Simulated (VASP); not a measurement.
Set up this calculation in VASP 6.6.1, as the native input.

| Property | Result |
| --- | --- |
| Task | single point |
| Functional | PBE |
| Potentials or basis | VASP PAW PBE potentials, release 64 (Ag, I) |
| Cutoff | 500 eV |
| k mesh | 6 × 6 × 4 |
| Occupations | gaussian, width 0.02 eV |
| Spin | no spin polarisation |
| Dipole correction | no |
| Further INCAR settings | ALGO = Normal; EDIFF = 1e-06; NBANDS = 26 |

The structure of AgI lies in POSCAR:

```
AgI
1.0
    4.6858639829      0.0000000000      0.0000000000
   -2.3429319914      4.0580772478      0.0000000000
    0.0000000000      0.0000000000      7.6644521420
Ag I
2 2
Direct
    0.6666666667      0.3333333333      0.6276572929
    0.3333333333      0.6666666667      0.1276572929
    0.6666666667      0.3333333333      0.0023427071
    0.3333333333      0.6666666667      0.5023427071
```

One way to write it, as run:

INCAR

```
SYSTEM = AgI
PREC = Accurate
ENCUT = 500
EDIFF = 1E-6
ISMEAR = 0
SIGMA = 0.02
LREAL = .FALSE.
LASPH = .TRUE.
NELM = 120
ALGO = Normal
ISIF = 2
LWAVE = .FALSE.
LCHARG = .FALSE.
GGA = PE
NBANDS = 26
GGA_COMPAT = .FALSE.
```

KPOINTS

```
Automatic mesh
0
G
  6 6 4
  0 0 0
```

Potentials or basis: VASP PAW PBE potentials, release 64 (Ag, I).

The run is started by

```sh
$ cat potpaw_PBE.64/Ag/POTCAR potpaw_PBE.64/I/POTCAR > POTCAR
$ mpirun -np 1 vasp_std > vasp.out
```

Results of the run:

| Quantity | Value |
| --- | --- |
| Pressure | -0.1 GPa |
| Band gap on the k mesh | 1.37 eV |

Caveat: spin-orbit coupling is left out, which moves the levels of the heavy elements.

Run time: 2.1 min on 1 thread of AMD EPYC 7R13, with other jobs on the host, peak memory 0.25 GiB.
